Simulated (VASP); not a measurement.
# Ba3HfO (Pm-3m) in VASP: relaxation of cell and atoms with PBE

Aim: the relaxation of cell and atoms of Ba3HfO with PBE.

All numbers are computed with VASP 6.6.1; they aren't measurements. Logs are shortened: lines on timing, memory, paths and dates and some standing lists are left out, and cuts for length are marked.

**1. The cell of the first run**

It takes space group Pm-3m (No. 221, cubic). Conventional cell: a = 5.973 Å, b = 5.973 Å, c = 5.973 Å, α = 90.00°, β = 90.00°, γ = 90.00°. Ba (site symmetry 4/mmm) has 2 Hf at 2.99 Å within 3.9 Å. Within 3.9 Å of Hf (site symmetry m-3m) lie 6 Ba at 2.99 Å. O (site symmetry m-3m) has 12 Ba at 4.22 Å and 8 Hf at 5.17 Å within 5.5 Å.

The cell was generated, and may not be a known phase.

**2. Relaxation of cell and atoms, PBE**

Input file INCAR:

```
ALGO = Normal
EDIFF = 1E-6
EDIFFG = -0.01
ENCUT = 600
GGA = PE
IBRION = 2
ISIF = 3
ISMEAR = 0
LASPH = T
LCHARG = F
LREAL = F
LWAVE = F
NELM = 80
NSW = 100
PREC = Accurate
SIGMA = 0.1
```

Input file KPOINTS:

```
k-points
0
Gamma
  6 6 6
```

Input file POSCAR:

```
Ba3HfO
1.0
    5.9734421512      0.0000000000      0.0000000000
    0.0000000000      5.9734421512      0.0000000000
    0.0000000000      0.0000000000      5.9734421512
Ba Hf O
3 1 1
Direct
    0.5000000000      0.0000000000      0.5000000000
    0.0000000000      0.5000000000      0.5000000000
    0.5000000000      0.5000000000      0.0000000000
    0.5000000000      0.5000000000      0.5000000000
    0.0000000000      0.0000000000      0.0000000000
```

Potentials or basis: VASP PAW PBE potentials, release 64 (Ba_sv, Hf_pv, O).

Launch:

```bash
> cat potpaw_PBE.64/Ba_sv/POTCAR potpaw_PBE.64/Hf_pv/POTCAR potpaw_PBE.64/O/POTCAR > POTCAR
> mpirun -np 1 vasp_std > vasp.out
```

OUTCAR:

```text
EDIFF = 1E-6
   EDIFFG = -0.01
   ENCUT = 600
   GGA = PE
   IBRION = 2
   ISIF = 3
   ISMEAR = 0
   LASPH = T
   LREAL = F
   NELM = 80
   NSW = 100
   PREC = Accurate

 ion  position               nearest neighbor table
   1  0.500  0.000  0.500-   4 2.99   4 2.99   2 4.22   3 4.22   2 4.22   3 4.22   3 4.22   3 4.22
                             2 4.22   2 4.22
   2  0.000  0.500  0.500-   4 2.99   4 2.99   1 4.22   3 4.22   1 4.22   1 4.22   3 4.22   3 4.22
                             3 4.22   1 4.22
   3  0.500  0.500  0.000-   4 2.99   4 2.99   1 4.22   1 4.22   2 4.22   2 4.22   1 4.22   1 4.22
                             2 4.22   2 4.22
   4  0.500  0.500  0.500-   1 2.99   2 2.99   3 2.99   3 2.99   1 2.99   2 2.99
   5  0.000  0.000  0.000-

  LATTYP: Found a simple cubic cell.
 ALAT       =     5.9734421512

  Lattice vectors:

 A1 = (   5.9734421512,   0.0000000000,   0.0000000000)
 A2 = (   0.0000000000,   5.9734421512,   0.0000000000)
 A3 = (   0.0000000000,   0.0000000000,   5.9734421512)

Analysis of symmetry for initial positions (statically):
=====================================================================
 Subroutine PRICEL returns:
 Original cell was already a primitive cell.

 Routine SETGRP: Setting up the symmetry group for a
 simple cubic supercell.

 Subroutine GETGRP returns: Found 48 space group operations
 (whereof 48 operations were pure point group operations)
 out of a pool of 48 trial point group operations.

The static configuration has the point symmetry O_h .

Analysis of symmetry for dynamics (positions and initial velocities):
=====================================================================
 Subroutine PRICEL returns:
 Original cell was already a primitive cell.

 Routine SETGRP: Setting up the symmetry group for a
 simple cubic supercell.

 Subroutine GETGRP returns: Found 48 space group operations
 (whereof 48 operations were pure point group operations)
 out of a pool of 48 trial point group operations.

The dynamic configuration has the point symmetry O_h .

 Subroutine INISYM returns: Found 48 space group operations
 (whereof 48 operations are pure point group operations),
 and found     1 'primitive' translations

----------------------------------------------------------------------------------------

                                     Primitive cell

  volume of cell :     213.1444

  direct lattice vectors                    reciprocal lattice vectors
     5.973442151  0.000000000  0.000000000     0.167407665  0.000000000  0.000000000
     0.000000000  5.973442151  0.000000000     0.000000000  0.167407665  0.000000000
     0.000000000  0.000000000  5.973442151     0.000000000  0.000000000  0.167407665

  length of vectors
     5.973442151  5.973442151  5.973442151     0.167407665  0.167407665  0.167407665

  position of ions in fractional coordinates (direct lattice)
     0.500000000  0.000000000  0.500000000
     0.000000000  0.500000000  0.500000000
     0.500000000  0.500000000  0.000000000
     0.500000000  0.500000000  0.500000000
     0.000000000  0.000000000  0.000000000

  ion indices of the primitive-cell ions
   primitive index   ion index
                 1           1
                 2           2
                 3           3
                 4           4
                 5           5

----------------------------------------------------------------------------------------

 KPOINTS: k-points

Automatic generation of k-mesh.
 Grid dimensions read from file:
 generate k-points for:    6    6    6

 Generating k-lattice:

  Cartesian coordinates                     Fractional coordinates (reciprocal lattice)
     0.027901277  0.000000000  0.000000000     0.166666667  0.000000000  0.000000000
     0.000000000  0.027901277  0.000000000     0.000000000  0.166666667  0.000000000
     0.000000000  0.000000000  0.027901277     0.000000000  0.000000000  0.166666667

  Length of vectors
     0.027901277  0.027901277  0.027901277

  Shift w.r.t. Gamma in fractional coordinates (k-lattice)
     0.000000000  0.000000000  0.000000000

 Subroutine IBZKPT returns following result:
 ===========================================

 Found     20 irreducible k-points:

 Following reciprocal coordinates:
            Coordinates               Weight
  0.000000  0.000000  0.000000      1.000000
  0.166667  0.000000  0.000000      6.000000
  0.333333  0.000000  0.000000      6.000000
  0.500000  0.000000  0.000000      3.000000
  0.166667  0.166667  0.000000     12.000000
  0.333333  0.166667  0.000000     24.000000
[... 12 lines left out ...]
  0.500000  0.500000  0.333333      6.000000
  0.500000  0.500000  0.500000      1.000000
   k-points           NKPTS =     20   k-points in BZ     NKDIM =     20   number of bands    NBANDS=     27
   number of dos      NEDOS =    301   number of ions     NIONS =      5
   total plane-waves  NPLWV = 110592
   dimension x,y,z NGX =    48 NGY =   48 NGZ =   48
   dimension x,y,z NGXF=    96 NGYF=   96 NGZF=   96
   ions per type =               3   1   1
   NGX,Y,Z   is equivalent  to a cutoff of  13.36, 13.36, 13.36 a.u.
   NGXF,Y,Z  is equivalent  to a cutoff of  26.72, 26.72, 26.72 a.u.
 SYSTEM =  unknown system
   PREC   = accura    normal or accurate (medium, high low for compatibility)
   ISTART =      0    job   : 0-new  1-cont  2-samecut
   ICHARG =      2    charge: 1-file 2-atom 10-const
   ISPIN  =      1    spin polarized calculation?
   LNONCOLLINEAR =      F non collinear calculations
   LSORBIT =      F    spin-orbit coupling
   LASPH  =      T    aspherical Exc in radial PAW
   ENCUT  =  600.0 eV  44.10 Ry    6.64 a.u.  11.93 11.93 11.93*2*pi/ulx,y,z
   NELM   =     80;   NELMIN=  2; NELMDL= -5     # of ELM steps
   EDIFF  = 0.1E-05   stopping-criterion for ELM
   LREAL  =      F    real-space projection
   EDIFFG = -.1E-01   stopping-criterion for IOM
   NSW    =    100    number of steps for IOM
   IBRION =      2    ionic relax: 0-MD 1-quasi-New 2-CG
   NFREE  =      1    steps in history (QN), initial steepest desc. (CG)
   ISIF   =      3    stress and relaxation
   ISYM   =      2    0-nonsym 1-usesym 2-fastsym
   POTIM  = 0.5000    time-step for ionic-motion
   TEBEG  =    0.0;   TEEND  =   0.0 temperature during run
   PSTRESS=    0.0 pullay stress
   NELECT =      46.0000    total number of electrons
   NUPDOWN=      -1.0000    fix difference up-down
   EMIN   =  10.00;   EMAX   =-10.00  energy-range for DOS
   EFERMI =   0.00;   METHOD = LEGACY
   ISMEAR =     0;   SIGMA  =   0.10  broadening in eV -4-tet -1-fermi 0-gaus
   EFERMI_NEDOS =   21; number of points for ismear=-14 and -15
   IALGO  =     38    algorithm
   IMIX   =      4    mixing-type and parameters
     AMIX     =   0.40;   BMIX     =  1.00
     AMIX_MAG =   1.60;   BMIX_MAG =  1.00
  volume/ion in A,a.u.               =      42.63       287.67
  Fermi-wavevector in a.u.,A,eV,Ry     =   0.981980  1.855674 13.119898  0.964285
  Thomas-Fermi vector in A             =   2.113028
   LORBIT       =      0    0 simple, 1 ext, 2 COOP (PROOUT), +10 PAW based schemes
   GGA     = PE    functional components
   LHFCALC =     F    Hartree Fock is set to
   AEXX    =    0.0000 exact exchange contribution
   IVDW    =     0    specifies the selected vdW correction
   LEPSILON=     F    determine dielectric tensor
   LRPA    =     F    only Hartree local field effects (RPA)
 conjugate gradient relaxation of ions
 non-spin polarized calculation
 Gauss-broadening in eV      SIGMA  =   0.10
  energy-cutoff  :      600.00
  volume of cell :      213.14
 maximum number of plane-waves:      7160
 NGX is ok and might be reduce to    48
   NGX = 23   NGY = 23   NGZ = 23

--------------------------------------- Ionic step        1  -------------------------------------------

 number of electron      45.9999999 magnetization

 Free energy of the ion-electron system (eV)
  ---------------------------------------------------
  ext. energy  EPLUGINS =         0.00000000
  ---------------------------------------------------
  free energy    TOTEN  =       -16.22912542 eV

  energy without entropy =      -16.20005142  energy(sigma->0) =      -16.21458842

------------------------ aborting loop because EDIFF is reached ----------------------------------------

  FORCE on cell =-STRESS in cart. coord.  units (eV):
  Direction    XX          YY          ZZ          XY          YZ          ZX
  --------------------------------------------------------------------------------------
  -------------------------------------------------------------------------------------
  Total        0.7535465      0.7535465      0.7535465      0.0000000      0.0000000     -0.0000000
  in kB        5.6643050      5.6643050      5.6643050      0.0000000      0.0000000     -0.0000000
  external PRESSURE =       5.6643050 kB  Pullay stress =       0.0000000 kB
[... 63 lines left out ...]
  energy  without entropy=      -16.2103527905  energy(sigma->0) =      -16.22560211

--------------------------------------- Ionic step        3  -------------------------------------------

 number of electron      45.9999998 magnetization

 Free energy of the ion-electron system (eV)
  ---------------------------------------------------
  ext. energy  EPLUGINS =         0.00000000
  ---------------------------------------------------
  free energy    TOTEN  =       -16.24356253 eV

  energy without entropy =      -16.21198410  energy(sigma->0) =      -16.22777331

 E-fermi :   1.2234     XC(G=0):  -7.5343

 val. band max:        1.2169274221   @ k =   0.0000   0.0000   0.0000
 cond. band min:       1.2341473197   @ k =   0.5000   0.1667   0.1667
 fundamental gap:      0.0172198976
 Fermi energy:         1.2233605119

 k-point     1 :       0.0000    0.0000    0.0000
  band No.  band energies     occupation
      1     -29.2032      2.00000
      2     -29.2032      2.00000
      3     -29.2032      2.00000
      4     -27.1150      2.00000
      5     -27.0430      2.00000
      6     -27.0430      2.00000
[... 621 lines left out ...]
  FREE ENERGIE OF THE ION-ELECTRON SYSTEM (eV)
  ---------------------------------------------------
  free  energy   TOTEN  =       -16.2435625269 eV

  energy  without entropy=      -16.2119840962  energy(sigma->0) =      -16.22777331

 reached required accuracy - stopping structural energy minimisation
```

It took 3.1 min on 1 thread of Intel Xeon 6975P-C (Granite Rapids), shared host; peak memory 0.44 GiB.

What came out:

```
Free energy                           : -16.2436 eV
Relaxed volume                        : 44.26 Å³/atom
Relaxed cell                          : a = 6.049 Å, b = 6.049 Å, c = 6.049 Å, α = 90.00°, β = 90.00°, γ = 90.00°
Space group after relaxing (to 0.1 Å) : Pm-3m (No. 221)
Energy gained by relaxing             : 2.9 meV/atom
Ionic steps                           : 3
Pressure after relaxing               : 0.0 GPa
Band gap on the k mesh                : zero (bands 23 and 24 overlap by 1.14 eV)
```

Step by step:
```tsv
step	energy change (eV)	largest force (eV/Å)	pressure (GPa)	volume (Å³)
1	0.0000	0.0000	0.57	213.14
2	-0.0117	0.0000	0.24	217.83
3	-0.0144	0.0000	0.02	221.32
```

Final structure:
```cif
data_structure
_symmetry_space_group_name_H-M 'P 1'
_symmetry_Int_Tables_number 1
_cell_length_a 6.0489
_cell_length_b 6.0489
_cell_length_c 6.0489
_cell_angle_alpha 90.000
_cell_angle_beta 90.000
_cell_angle_gamma 90.000
_cell_volume 221.32
loop_
_atom_site_label
_atom_site_type_symbol
_atom_site_fract_x
_atom_site_fract_y
_atom_site_fract_z
_atom_site_occupancy
Ba1 Ba 0.50000 0.00000 0.50000 1
Ba2 Ba 0.00000 0.50000 0.50000 1
Ba3 Ba 0.50000 0.50000 0.00000 1
Hf1 Hf 0.50000 0.50000 0.50000 1
O1 O 0.00000 0.00000 0.00000 1
```

Levels at points of the mesh, in eV from the Fermi level:
| k point | band 19 | band 20 | band 21 | band 22 | band 23 | band 24 | band 25 | band 26 | band 27 |
| --- | --- | --- | --- | --- | --- | --- | --- | --- | --- |
| (0.00, 0.00, 0.00) | -1.30 | -1.30 | -0.52 | -0.52 | -0.52 | -0.25 | -0.25 | -0.01 | 0.96 |
| (0.50, 0.00, 0.00) | -0.86 | -0.77 | -0.77 | -0.18 | -0.13 | -0.13 | 0.51 | 1.22 | 1.60 |
| (0.50, 0.50, 0.00) | -0.86 | -0.67 | -0.28 | -0.28 | 0.41 | 0.41 | 0.65 | 0.94 | 1.61 |
| (0.50, 0.50, 0.50) | -0.62 | -0.36 | -0.36 | -0.36 | 0.89 | 0.92 | 1.00 | 1.00 | 1.00 |

Caveat: spin-orbit coupling is left out, which moves the levels of the heavy elements.
